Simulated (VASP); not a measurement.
Set up this calculation in VASP 6.6.1, as the native input.

```yaml
Task: single point
Functional: PBEsol
Potentials_or_basis: VASP PAW PBE potentials, release 64 (Hg, Te)
Cutoff: 520 eV
k_mesh: 12 × 12 × 8
Occupations: gaussian, width 0.15 eV
Spin: no spin polarisation
Dipole_correction: no
Further_INCAR_settings: ALGO = Normal; EDIFF = 1e-06; NBANDS = 26
```

The structure of HgTe lies in POSCAR:

```
HgTe
1.0
    3.1495226473     -3.1501420463      0.0000000000
    3.1495226473      3.1501420463      0.0000000000
    0.0000000000      0.0000000000      5.7082366342
Hg Te
2 2
Direct
    0.2498182349      0.7501817651      0.7500000000
    0.7501817651      0.2498182349      0.2500000000
    0.7498667075      0.2501332925      0.7500000000
    0.2501332925      0.7498667075      0.2500000000
```

This cell differs from its parent crystal: strain +0.050 along x and y, -0.050 along z.

One way to write it, as run:

INCAR

```
PREC = Accurate
ENCUT = 520
EDIFF = 1E-6
ISMEAR = 0
SIGMA = 0.15
LREAL = False
LASPH = True
NELM = 60
ALGO = Normal
ISIF = 2
LWAVE = False
LCHARG = False
GGA = PS
NBANDS = 26
```

KPOINTS

```
Automatic mesh
0
Gamma
  12 12 8
```

Potentials or basis: VASP PAW PBE potentials, release 64 (Hg, Te).

The run is started by

```console
$ cat potpaw_PBE.64/Hg/POTCAR potpaw_PBE.64/Te/POTCAR > POTCAR
$ mpirun -np 1 vasp_std > vasp.out
```

It gave:

* Pressure: -0.9 GPa
* Band gap on the k mesh: zero (bands 18 and 19 overlap by 2.15 eV)

Caveat: the cell differs from its parent crystal (strain +0.050 along x and y, -0.050 along z); the stress differs along the axes, from -3 to 3 GPa; the PAW data sets were made with another functional, which shifts forces and pressure a little; spin-orbit coupling is left out, which moves the levels of the heavy elements.

Run time: 13 min on 1 thread of Intel Xeon 8259CL, on a shared host, peak memory 0.64 GiB.
